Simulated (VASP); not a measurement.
# B in VASP: a series of runs, part 2 of 2

VASP 6.6.1. Earlier steps stand in the parts before.

**3. Single point, PBE**

This run uses another cell than the first one: it holds 4 atoms, not 8.

INCAR reads:

```
SYSTEM = B
ALGO = Normal ; EDIFF = 1E-6
ENCUT = 520 ; GGA = PE
ISIF = 2 ; ISMEAR = 0
LASPH = .True. ; LCHARG = .True.
LELF = .True. ; LREAL = .False.
LVHAR = .True. ; LWAVE = .False.
NBANDS = 14 ; NELM = 60
PREC = Accurate ; SIGMA = 0.1
```

KPOINTS reads:

```
k-points
0
Gamma
  16 16 16
  0 0 0
```

POSCAR reads:

```
B
1.0
    2.6529265124     -1.6638346395      0.0000000000
    2.6529265124      1.6638346395      0.0000000000
    0.0000000000      0.0000000000      2.9832585560
B
4
Direct
    0.5118354551      0.8148062319      0.7500000000
    0.8148062319      0.5118354551      0.2500000000
    0.1851937681      0.4881645449      0.7500000000
    0.4881645449      0.1851937681      0.2500000000
```

Potentials or basis: VASP PAW PBE potentials, release 64 (B).

Started as:

```
> cat potpaw_PBE.64/B/POTCAR > POTCAR
> mpirun -np 1 vasp_std > vasp.out
```

OUTCAR:

```text
SYSTEM = B
   EDIFF = 1E-6
   ENCUT = 520
   GGA = PE
   ISIF = 2
   ISMEAR = 0
   LASPH = .True.
   LREAL = .False.
   NELM = 60
   PREC = Accurate

 ion  position               nearest neighbor table
   1  0.512  0.815  0.750-   3 1.73   2 1.80   2 1.80   4 1.87   4 1.87   3 1.90   3 1.90
   2  0.815  0.512  0.250-   4 1.73   1 1.80   1 1.80   3 1.87   3 1.87   4 1.90   4 1.90
   3  0.185  0.488  0.750-   1 1.73   4 1.80   4 1.80   2 1.87   2 1.87   1 1.90   1 1.90
   4  0.488  0.185  0.250-   2 1.73   3 1.80   3 1.80   1 1.87   1 1.87   2 1.90   2 1.90

  LATTYP: Found a base centered orthorhombic cell.
 ALAT       =     3.3276692790
 B/A-ratio  =     1.5944652488
 C/A-ratio  =     0.8965009158

  Lattice vectors:

 A1 = (  -2.6529265124,  -1.6638346395,   0.0000000000)
 A2 = (   2.6529265124,  -1.6638346395,   0.0000000000)
 A3 = (   0.0000000000,   0.0000000000,   2.9832585560)

Analysis of symmetry for initial positions (statically):
=====================================================================
 Subroutine PRICEL returns:
 Original cell was already a primitive cell.

[... 184 lines left out ...]
      1      -9.1942      2.00000
      2       1.0691      2.00000
      3       3.0340      2.00000
      4       3.8409      2.00000
      5       4.5514      2.00000
      6       6.7134      2.00000
      7       8.8578      0.00000
      8      10.9454      0.00000
      9      11.1918      0.00000
     10      13.9181      0.00000
     11      14.9228      0.00000
     12      17.5469      0.00000
     13      18.0892      0.00000
     14      21.4787      0.00000
[... 377 lines left out ...]
      1      -9.0319      2.00000
      2       1.2496      2.00000
      3       1.4551      2.00000
      4       3.3089      2.00000
      5       6.1928      2.00000
      6       6.7367      2.00000
      7       8.5425      0.00559
      8      11.1829      0.00000
      9      12.1344      0.00000
     10      12.4118      0.00000
     11      16.6707      0.00000
     12      17.4269      0.00000
     13      17.8898      0.00000
     14      20.4932      0.00000

 [... further k-points ...]
[... 5 lines left out ...]
  --------------------------------------------------------------------------------------
  -------------------------------------------------------------------------------------
  Total        0.0021704     -0.0116288     -0.0055881      0.0000000      0.0000000      0.0000000
  in kB        0.1320340     -0.7074384     -0.3399534      0.0000000      0.0000000      0.0000000
  external PRESSURE =      -0.3051193 kB  Pullay stress =       0.0000000 kB

 VOLUME and BASIS-vectors are now :
 -----------------------------------------------------------------------------
  energy-cutoff  :      520.00
  volume of cell :       26.34
      direct lattice vectors                 reciprocal lattice vectors
     2.652926512 -1.663834640  0.000000000     0.188471108 -0.300510633  0.000000000
     2.652926512  1.663834640  0.000000000     0.188471108  0.300510633  0.000000000
     0.000000000  0.000000000  2.983258556     0.000000000  0.000000000  0.335203933

 POSITION                                       TOTAL-FORCE (eV/Angst)
 -----------------------------------------------------------------------------------
      3.51948      0.50409      2.23744         0.006082     -0.000584     -0.000000
      3.51948     -0.50409      0.74581         0.006082      0.000584      0.000000
      1.78637      0.50409      2.23744        -0.006082     -0.000584     -0.000000
      1.78637     -0.50409      0.74581        -0.006082      0.000584      0.000000
 -----------------------------------------------------------------------------------
    total drift:                                0.000000      0.000000      0.000000

  FREE ENERGIE OF THE ION-ELECTRON SYSTEM (eV)
  ---------------------------------------------------
  free  energy   TOTEN  =       -25.7472281750 eV

  energy  without entropy=      -25.7467032844  energy(sigma->0) =      -25.74696573
```

stdout:

```text
POSCAR found type information on POSCAR B
 POSCAR found :  1 types and       4 ions
 scaLAPACK will be used
 LDA part: xc-table for (Slater+PW92), standard interpolation
 POSCAR, INCAR and KPOINTS ok, starting setup
 FFT: planning ... GRIDC
 FFT: planning ... GRID_SOFT
 FFT: planning ... GRID
 WAVECAR not read
 entering main loop
```

Run time: 52 s. Hardware: 1 thread of Intel Xeon 6975P-C (Granite Rapids), shared host; peak memory 0.27 GiB.

What came out:

```
Free energy            : -25.7472 eV
Pressure               : 0.0 GPa
Largest force          : 0.006 eV/Å
Band gap on the k mesh : zero (bands 6 and 7 overlap by 0.64 eV)
```

Forces on the atoms (eV/Å):
```
B    0.006 -0.001  0.000
B    0.006  0.001  0.000
B   -0.006 -0.001  0.000
B   -0.006  0.001  0.000
```

**4. Single point, PBE**

This run uses another cell than the first one: it holds 4 atoms, not 8.

INCAR reads:

```
PREC = Accurate ; ENCUT = 520
EDIFF = 1E-7 ; ISMEAR = 0
SIGMA = 0.1 ; LREAL = F
LASPH = T ; NELM = 80
ALGO = Normal ; ISIF = 2
LWAVE = F ; LCHARG = F
GGA = PE ; NBANDS = 14
```

KPOINTS reads:

```
regular mesh
0
Gamma
  16 16 16
```

POSCAR reads:

```
B
1.0
    2.6529824349     -1.6636320867      0.0000000000
    2.6529824349      1.6636320867      0.0000000000
    0.0000000000      0.0000000000      2.9832141010
B
4
Direct
    0.5118288222      0.8148033123      0.2500000000
    0.8148033123      0.5118288222      0.7500000000
    0.1851966877      0.4881711778      0.2500000000
    0.4881711778      0.1851966877      0.7500000000
```

Started as:

```
> cat potpaw_PBE.64/B/POTCAR > POTCAR
> mpirun -np 1 vasp_std > vasp.out
```

Wall time 2.6 min (1 thread of Intel Xeon 8259CL, shared host); peak memory 0.28 GiB.

The run converged. Its results:

```
Free energy            : -25.7472 eV
Pressure               : 0.0 GPa
Largest force          : 0.006 eV/Å
Band gap on the k mesh : zero (bands 6 and 7 overlap by 0.64 eV)
```

Forces in eV/Å, atoms in the order of the input:
```
B    0.006  0.000  0.000
B    0.006  0.000  0.000
B   -0.006  0.000  0.000
B   -0.006  0.000  0.000
```

Levels at points of the mesh, in eV from the Fermi level:
```csv
k point,band 4,band 5,band 6,band 7,band 8,band 9
"(0.00, 0.00, 0.00)",-4.51,-3.79,-1.63,0.51,2.60,2.85
"(0.50, 0.00, 0.00)",-4.27,-3.32,-2.33,0.70,1.19,7.27
"(0.50, 0.50, 0.00)",-6.29,-4.77,-0.05,0.38,2.42,4.42
"(0.00, 0.00, 0.50)",-4.14,-1.81,-1.81,2.99,2.99,3.23
"(0.50, 0.00, 0.50)",-10.08,-4.25,-4.25,3.02,3.02,10.02
"(0.50, 0.50, 0.50)",-9.19,-5.45,-5.45,1.03,1.03,10.50
```

**5. Relaxation of cell and atoms, PBE**

This run uses another cell than the first one: it holds 4 atoms, not 8.

INCAR reads:

```
SYSTEM = B
ALGO = Fast
EDIFF = 1E-6
EDIFFG = -0.01
ENCUT = 600
GGA = PE
IBRION = 2
ISIF = 3
ISMEAR = 0
LASPH = .TRUE.
LCHARG = .FALSE.
LREAL = .FALSE.
LWAVE = .FALSE.
NELM = 100
NSW = 100
PREC = Accurate
SIGMA = 0.1
```

KPOINTS reads:

```
k-points
0
G
  16 16 16
  0 0 0
```

POSCAR reads:

```
B
1.0
    2.6527490665     -1.6636338228      0.0000000000
    2.6527490665      1.6636338228      0.0000000000
    0.0000000000      0.0000000000      2.9828144333
B
4
Direct
    0.5119673921      0.8143187162      0.2500000000
    0.8143187162      0.5119673921      0.7500000000
    0.1856812838      0.4880326079      0.2500000000
    0.4880326079      0.1856812838      0.7500000000
```

Started as:

```
> cat potpaw_PBE.64/B/POTCAR > POTCAR
> mpirun -np 1 vasp_std > vasp.out
```

It took 3.1 min on 1 thread of Oxide Virtual Turin-like, shared host; peak memory 0.25 GiB.

Results (log left out):

```yaml
Free_energy: -25.7516 eV
Relaxed_volume: 6.58 Å³/atom
Relaxed_cell: a = 3.132 Å, b = 3.132 Å, c = 2.983 Å, α = 90.00°, β = 90.00°, γ = 64.17°
Space_group_after_relaxing_to_0.1_Å: Cmcm (No. 63)
Energy_gained_by_relaxing: 0.0 meV/atom
Ionic_steps: 3
Pressure_after_relaxing: -0.1 GPa
Largest_force_after_relaxing: 0.009 eV/Å
Band_gap_on_the_k_mesh: zero (bands 6 and 7 overlap by 0.65 eV)
```

Forces in eV/Å, atoms in the order of the input:
```
B   -0.002  0.009  0.000
B   -0.002 -0.009  0.000
B    0.002  0.009  0.000
B    0.002 -0.009  0.000
```

Stress tensor (GPa, compression positive):
```
-0.23  0.00  0.00
 0.00  0.02  0.00
 0.00  0.00  0.04
```

The path:
```csv
step,energy change (eV),largest force (eV/Å),pressure (GPa),volume (Å³)
1,0.0000,0.0549,0.10,26.33
2,0.0001,0.0644,-0.24,26.34
3,-0.0001,0.0088,-0.06,26.33
```

Final structure:
```yaml
crystal:
  lattice:
    - [2.65346, -1.66356, 0.00000]
    - [2.65346, 1.66356, 0.00000]
    - [0.00000, 0.00000, 2.98293]
  atoms:
    - { symbol: B, position: [0.51203, 0.81467, 0.25000] }
    - { symbol: B, position: [0.81467, 0.51203, 0.75000] }
    - { symbol: B, position: [0.18533, 0.48797, 0.25000] }
    - { symbol: B, position: [0.48797, 0.18533, 0.75000] }
```

Levels at points of the mesh, in eV from the Fermi level:
```tsv
k point	band 4	band 5	band 6	band 7	band 8	band 9
(0.00, 0.00, 0.00)	-4.51	-3.80	-1.63	0.51	2.59	2.85
(0.50, 0.00, 0.00)	-4.27	-3.32	-2.33	0.70	1.19	7.27
(0.50, 0.50, 0.00)	-6.30	-4.77	-0.06	0.39	2.42	4.43
(0.00, 0.00, 0.50)	-4.15	-1.81	-1.81	3.00	3.00	3.23
(0.50, 0.00, 0.50)	-10.09	-4.25	-4.25	3.02	3.02	10.03
(0.50, 0.50, 0.50)	-9.19	-5.45	-5.45	1.04	1.04	10.50
```

**6. The runs side by side**

| task | cell | k mesh | cutoff (eV) | gap on the mesh (eV) | pressure (GPa) | largest force (eV/Å) |
| --- | --- | --- | --- | --- | --- | --- |
| single point | a = 3.131, b = 4.325, c = 4.325 Å, angles 87.2, 71.6, 71.6°, 8 atoms, atomic positions A | 8 × 6 × 6 | 520 | none | 0.0 | 0.01 |
| single point | a = 3.132, b = 3.132, c = 2.983 Å, angles 90.0, 90.0, 64.2°, 4 atoms, atomic positions B | 16 × 16 × 16 | 520 | none | 0.0 | 0.01 |
| single point | a = 3.131, b = 3.131, c = 2.983 Å, angles 90.0, 90.0, 64.2°, 4 atoms, atomic positions B | 16 × 16 × 16 | 520 | none | 0.0 | 0.01 |
| relaxation of cell and atoms | relaxed from a = 3.131, b = 3.131, c = 2.983 Å, angles 90.0, 90.0, 64.2°, 4 atoms, atomic positions C | 16 × 16 × 16 | 600 | none | -0.1 | 0.01 |

Alike in all rows: level PBE; potentials or basis VASP PAW PBE potentials, release 64 (B); no spin polarisation; smearing gaussian 0.1 eV.

Absolute energies hang on the potentials; compare differences alone.
